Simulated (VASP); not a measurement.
Runs of VASP 6.6.1 on Rh. The structure is that of space group P6_3/mmc (No. 194), or close to it. The cells are those of the table. 

```tsv
cell	gap on the mesh (eV)	pressure (GPa)
a = 2.767, b = 2.767, c = 4.487 Å, angles 90.0, 90.0, 120.0°, 2 atoms	none	-21.0
a = 2.731, b = 2.731, c = 4.428 Å, angles 90.0, 90.0, 120.0°, 2 atoms	none	-13.4
a = 2.802, b = 2.802, c = 4.544 Å, angles 90.0, 90.0, 120.0°, 2 atoms	none	(a)
a = 2.656, b = 2.656, c = 4.307 Å, angles 90.0, 90.0, 120.0°, 2 atoms	none	9.6
a = 2.694, b = 2.694, c = 4.369 Å, angles 90.0, 90.0, 120.0°, 2 atoms	none	(b)
a = 2.617, b = 2.617, c = 4.244 Å, angles 90.0, 90.0, 120.0°, 2 atoms	none	26.4
a = 2.836, b = 2.836, c = 4.599 Å, angles 90.0, 90.0, 120.0°, 2 atoms	none	-31.2
```

Alike in all rows: task single point; level PBEsol; potentials or basis VASP PAW PBE potentials, release 64 (Rh_pv); no spin polarisation; k mesh 12 × 12 × 7; cutoff (eV) 520; smearing fermi-dirac 0.1 eV.

Q: Fill in the values left out.

A: (a) -26.9; (b) -3.3.

Caveats: the PAW data sets were made with another functional, which shifts forces and pressure a little.

A k mesh can miss the band edges, and the runs leave out spin-orbit coupling on Rh.

A gap of «none» marks levels without a gap at the run's occupations.
